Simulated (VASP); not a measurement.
# AlN (P6_3mc) in VASP: a series of runs, part 2 of 2

VASP 6.6.1. The steps go on from the part before.

### 3 Single point, r2SCAN (in-plane strain +0.01, then relaxed in part)

The input, POSCAR:

```
AlN
1.0
    3.1377626198      0.0000000000      0.0000000000
   -1.5688813099      2.7173821398      0.0000000000
    0.0000000000      0.0000000000      4.9509319189
Al N
2 2
Direct
    0.3333333333      0.6666666667     -0.0021435204
    0.6666666667      0.3333333333      0.4978564796
    0.3333333333      0.6666666667      0.3821435204
    0.6666666667      0.3333333333      0.8821435204
```

The input, INCAR.step1:

```
SYSTEM = AlN
PREC = Accurate
ENCUT = 520
ISMEAR = 0
SIGMA = 0.01
LREAL = .False.
LASPH = .True.
NELM = 80
NBANDS = 16
GGA = PE
ALGO = Normal
EDIFF = 1E-4
LWAVE = .True.
LCHARG = .False.
```

The input, INCAR.step2:

```
SYSTEM = AlN
PREC = Accurate
ENCUT = 520
EDIFF = 1E-6
ISMEAR = 0
SIGMA = 0.01
LREAL = .False.
LASPH = .True.
NELM = 80
ALGO = Normal
ISIF = 2
LWAVE = .False.
LCHARG = .False.
METAGGA = R2SCAN
LMIXTAU = .True.
NBANDS = 16
ISTART = 1
```

The input, KPOINTS:

```
regular mesh
0
Gamma
  8 8 4
  0 0 0
```

Potentials or basis: VASP PAW PBE potentials, release 64 (Al, N).

Run with:

```console
$ cat potpaw_PBE.64/Al/POTCAR potpaw_PBE.64/N/POTCAR > POTCAR
$ cp INCAR.step1 INCAR
$ mpirun -np 1 vasp_std > vasp.out
$ cp INCAR.step2 INCAR
$ mpirun -np 1 vasp_std > vasp.out
```

OUTCAR:

```text
SYSTEM = AlN
   PREC = Accurate
   ENCUT = 520
   EDIFF = 1E-6
   ISMEAR = 0
   LREAL = .False.
   LASPH = .True.
   NELM = 80
   ISIF = 2
   METAGGA = R2SCAN
   ISTART = 1

 ion  position               nearest neighbor table
   1  0.333  0.667  0.998-   4 1.90   4 1.90   4 1.90   3 1.90   2 3.07   2 3.07   2 3.07   2 3.07
                             2 3.07   2 3.07
   2  0.667  0.333  0.498-   3 1.90   3 1.90   3 1.90   4 1.90   1 3.07   1 3.07   1 3.07   1 3.07
                             1 3.07   1 3.07
   3  0.333  0.667  0.382-   2 1.90   2 1.90   2 1.90   1 1.90
   4  0.667  0.333  0.882-   1 1.90   1 1.90   1 1.90   2 1.90

  LATTYP: Found a hexagonal cell.
 ALAT       =     3.1377626198
 C/A-ratio  =     1.5778541970

  Lattice vectors:

 A1 = (   3.1377626198,   0.0000000000,   0.0000000000)
 A2 = (  -1.5688813099,   2.7173821398,   0.0000000000)
 A3 = (   0.0000000000,   0.0000000000,   4.9509319189)

Analysis of symmetry for initial positions (statically):
=====================================================================
 Subroutine PRICEL returns:
 Original cell was already a primitive cell.

 Routine SETGRP: Setting up the symmetry group for a
 hexagonal supercell.

 Subroutine GETGRP returns: Found 12 space group operations
 (whereof  6 operations were pure point group operations)
 out of a pool of 24 trial point group operations.

The static configuration has the point symmetry C_3v.
 The point group associated with its full space group is C_6v.

Analysis of symmetry for dynamics (positions and initial velocities):
=====================================================================
 Subroutine PRICEL returns:
 Original cell was already a primitive cell.

 Routine SETGRP: Setting up the symmetry group for a
 hexagonal supercell.

 Subroutine GETGRP returns: Found 12 space group operations
 (whereof  6 operations were pure point group operations)
 out of a pool of 24 trial point group operations.
[... 122 lines left out ...]
   EFERMI_NEDOS =   21; number of points for ismear=-14 and -15
   IALGO  =     38    algorithm
   IMIX   =      4    mixing-type and parameters
     AMIX     =   0.40;   BMIX     =  1.00
     AMIX_MAG =   1.60;   BMIX_MAG =  1.00
  volume/ion in A,a.u.               =      10.55        71.22
  Fermi-wavevector in a.u.,A,eV,Ry     =   1.184756  2.238864 19.097773  1.403647
  Thomas-Fermi vector in A             =   2.320964
   LORBIT       =      0    0 simple, 1 ext, 2 COOP (PROOUT), +10 PAW based schemes
   METAGGA = R2SCAN    functional components
   LHFCALC =     F    Hartree Fock is set to
   AEXX    =    0.0000 exact exchange contribution
   IVDW    =     0    specifies the selected vdW correction
   LEPSILON=     F    determine dielectric tensor
   LRPA    =     F    only Hartree local field effects (RPA)
 non-spin polarized calculation
 Gauss-broadening in eV      SIGMA  =   0.01
  energy-cutoff  :      520.00
  volume of cell :       42.21
 maximum number of plane-waves:      1148
 NGX is ok and might be reduce to    24
   NGX = 11   NGY = 11   NGZ = 19

 number of electron      15.9999999 magnetization

 Free energy of the ion-electron system (eV)
  ---------------------------------------------------
  ext. energy  EPLUGINS =         0.00000000
  ---------------------------------------------------
  free energy    TOTEN  =       -38.44317629 eV

  energy without entropy =      -38.44317629  energy(sigma->0) =      -38.44317629

 E-fermi :   5.9852     XC(G=0): -11.3522

 val. band max:        5.8772786201   @ k =   0.0000   0.0000   0.0000
 cond. band min:      10.5818201379   @ k =   0.0000   0.0000   0.0000
 fundamental gap:      4.7045415178
 Fermi energy:         5.9852355969

 k-point     1 :       0.0000    0.0000    0.0000
  band No.  band energies     occupation
      1     -10.1126      2.00000
      2      -7.9694      2.00000
      3      -0.1659      2.00000
      4       4.8262      2.00000
      5       4.8262      2.00000
      6       5.5293      2.00000
[... 433 lines left out ...]
      3       0.6550      2.00000
      4       0.6550      2.00000
      5       4.3494      2.00000
      6       4.3494      2.00000
[... 8 lines left out ...]
     15      19.8598      0.00000
     16      19.8598      0.00000

 [... further k-points ...]
[... 5 lines left out ...]
  --------------------------------------------------------------------------------------
  -------------------------------------------------------------------------------------
  Total       -1.3493793     -1.3493793     -0.0985650      0.0000000      0.0000000      0.0000000
  in kB      -51.2137849    -51.2137849     -3.7408938      0.0000000      0.0000000      0.0000000
  external PRESSURE =     -35.3894879 kB  Pullay stress =       0.0000000 kB

 VOLUME and BASIS-vectors are now :
 -----------------------------------------------------------------------------
  energy-cutoff  :      520.00
  volume of cell :       42.21
      direct lattice vectors                 reciprocal lattice vectors
     3.137762620  0.000000000  0.000000000     0.318698423  0.184000621  0.000000000
    -1.568881310  2.717382140  0.000000000     0.000000000  0.368001241  0.000000000
     0.000000000  0.000000000  4.950931919     0.000000000  0.000000000  0.201982176

 POSITION                                       TOTAL-FORCE (eV/Angst)
 -----------------------------------------------------------------------------------
     -0.00000      1.81159      4.94032         0.000000     -0.000000     -0.002791
      1.56888      0.90579      2.46485        -0.000000      0.000000     -0.002791
     -0.00000      1.81159      1.89197        -0.000000     -0.000000      0.002791
      1.56888      0.90579      4.36743         0.000000     -0.000000      0.002791
 -----------------------------------------------------------------------------------
    total drift:                               -0.000000      0.000000     -0.025429

  FREE ENERGIE OF THE ION-ELECTRON SYSTEM (eV)
  ---------------------------------------------------
  free  energy   TOTEN  =       -38.4431762922 eV

  energy  without entropy=      -38.4431762922  energy(sigma->0) =      -38.44317629
```

OUTCAR.step1:

```text
SYSTEM = AlN
   PREC = Accurate
   ENCUT = 520
   ISMEAR = 0
   LREAL = .False.
   LASPH = .True.
   NELM = 80
[... 689 lines left out ...]
      1.56888      0.90579      2.46485         0.000000     -0.000000     -0.020093
     -0.00000      1.81159      1.89197        -0.000000      0.000000      0.020093
      1.56888      0.90579      4.36743        -0.000000     -0.000000      0.020093
 -----------------------------------------------------------------------------------
    total drift:                               -0.000000      0.000000      0.000423

  FREE ENERGIE OF THE ION-ELECTRON SYSTEM (eV)
  ---------------------------------------------------
  free  energy   TOTEN  =       -29.7732415441 eV

  energy  without entropy=      -29.7732415441  energy(sigma->0) =      -29.77324154
```

Wall time 66 s (1 thread of Intel Xeon Platinum 8488C (Sapphire Rapids), shared host); peak memory 0.16 GiB.

What came out:

| Quantity | Value |
| --- | --- |
| Free energy | -38.4432 eV |
| Pressure | -3.5 GPa |
| Band gap on the k mesh | 4.70 eV, direct |

Forces in eV/Å, atoms in the order of the input:
```
Al   0.000  0.000 -0.003
Al   0.000  0.000 -0.003
N    0.000  0.000  0.003
N    0.000  0.000  0.003
```

Levels at points of the mesh, in eV from the valence-band top:
| k point | band 4 | band 5 | band 6 | band 7 | band 8 | band 9 | band 10 | band 11 | band 12 | band 13 |
| --- | --- | --- | --- | --- | --- | --- | --- | --- | --- | --- |
| (0.00, 0.00, 0.00) | -1.05 | -1.05 | -0.35 | -0.35 | 0.00 | 4.70 | 7.17 | 11.51 | 11.69 | 11.69 |
| (0.50, 0.00, 0.00) | -4.23 | -3.44 | -2.29 | -1.82 | -0.80 | 6.34 | 6.45 | 8.82 | 11.08 | 11.51 |
| (0.00, 0.00, 0.50) | -3.36 | -0.71 | -0.71 | -0.71 | -0.71 | 6.99 | 6.99 | 11.17 | 11.17 | 12.00 |
| (0.50, 0.00, 0.50) | -5.71 | -1.62 | -1.62 | -1.41 | -1.41 | 5.91 | 5.91 | 9.97 | 9.97 | 12.72 |

Caveat: the cell differs from its parent crystal (in-plane strain +0.01, then relaxed in part); the PAW data sets were made with another functional, which shifts forces and pressure a little.

### 4 Single point, r2SCAN (in-plane strain +0.01)

The input, POSCAR:

```
AlN
1.0
    3.1377626198      0.0000000000      0.0000000000
   -1.5688813099      2.7173821398      0.0000000000
    0.0000000000      0.0000000000      4.9486468436
Al N
2 2
Direct
    0.3333333333      0.6666666667     -0.0008019551
    0.6666666667      0.3333333333      0.4991980449
    0.3333333333      0.6666666667      0.3808019551
    0.6666666667      0.3333333333      0.8808019551
```

The input, INCAR.step1:

```
PREC     = Accurate       # precision mode
ENCUT    = 520            # plane-wave cutoff, eV
ISMEAR   = 0              # smearing method
SIGMA    = 0.01           # smearing width, eV
LREAL    = F              # projectors in reciprocal space
LASPH    = T              # aspherical terms in the spheres
NELM     = 100            # most SCF steps
NBANDS   = 16             # bands
GGA      = PE             # functional
ALGO     = Normal         # electronic algorithm
EDIFF    = 1E-4           # SCF threshold, eV
LWAVE    = T              # write WAVECAR
LCHARG   = F              # write CHGCAR
```

The input, INCAR.step2:

```
PREC     = Accurate       # precision mode
ENCUT    = 520            # plane-wave cutoff, eV
EDIFF    = 1E-6           # SCF threshold, eV
ISMEAR   = 0              # smearing method
SIGMA    = 0.01           # smearing width, eV
LREAL    = F              # projectors in reciprocal space
LASPH    = T              # aspherical terms in the spheres
NELM     = 100            # most SCF steps
ALGO     = Normal         # electronic algorithm
ISIF     = 2              # what is computed and relaxed
LWAVE    = F              # write WAVECAR
LCHARG   = F              # write CHGCAR
METAGGA  = R2SCAN         # meta-GGA
LMIXTAU  = T            
NBANDS   = 16             # bands
ISTART   = 1
```

The input, KPOINTS:

```
Automatic mesh
0
Gamma
  8 8 4
```

Run with:

```console
$ cat potpaw_PBE.64/Al/POTCAR potpaw_PBE.64/N/POTCAR > POTCAR
$ cp INCAR.step1 INCAR
$ mpirun -np 1 vasp_std > vasp.out
$ cp INCAR.step2 INCAR
$ mpirun -np 1 vasp_std > vasp.out
```

Run time: 58 s. Hardware: 1 thread of Intel Xeon Platinum 8488C (Sapphire Rapids), shared host; peak memory 0.17 GiB.

Results (log left out):

- Free energy: -38.4406 eV
- Pressure: -3.3 GPa
- Largest force: 0.184 eV/Å
- Band gap on the k mesh: 4.75 eV, direct

Forces on the atoms (eV/Å):
```
Al   0.000  0.000 -0.184
Al   0.000  0.000 -0.184
N    0.000  0.000  0.184
N    0.000  0.000  0.184
```

Stress tensor (GPa, compression positive):
```
-5.59  0.00  0.00
 0.00 -5.59  0.00
 0.00  0.00  1.18
```

Levels at points of the mesh, in eV from the valence-band top:
```
           k point  band 6  band 7  band 8  band 9  band 10  band 11
(0.00, 0.00, 0.00)   -0.29   -0.29    0.00    4.75     7.21    11.52
(0.50, 0.00, 0.00)   -2.23   -1.80   -0.74    6.37     6.47     8.87
(0.00, 0.00, 0.50)   -0.65   -0.65   -0.65    7.01     7.01    11.22
(0.50, 0.00, 0.50)   -1.57   -1.39   -1.39    5.94     5.94    10.04
```

Caveat: the cell differs from its parent crystal (in-plane strain +0.01); the PAW data sets were made with another functional, which shifts forces and pressure a little.

### 5 Summary

| cell | gap on the mesh (eV) | pressure (GPa) |
| --- | --- | --- |
| a = 3.122, b = 3.122, c = 4.964 Å, angles 90.0, 90.0, 120.0°, 4 atoms | 4.81 | -2.0 |
| a = 3.138, b = 3.138, c = 4.951 Å, angles 90.0, 90.0, 120.0°, 4 atoms | 4.70 | -3.5 |
| a = 3.138, b = 3.138, c = 4.949 Å, angles 90.0, 90.0, 120.0°, 4 atoms | 4.75 | -3.3 |

Alike in all rows: task single point; level r2SCAN; potentials or basis VASP PAW PBE potentials, release 64 (Al, N); no spin polarisation; k mesh 8 × 8 × 4; cutoff (eV) 520; smearing gaussian 0.01 eV.

Caveats: the PAW data sets were made with another functional, which shifts forces and pressure a little.

Absolute energies hang on the potentials; compare differences alone.
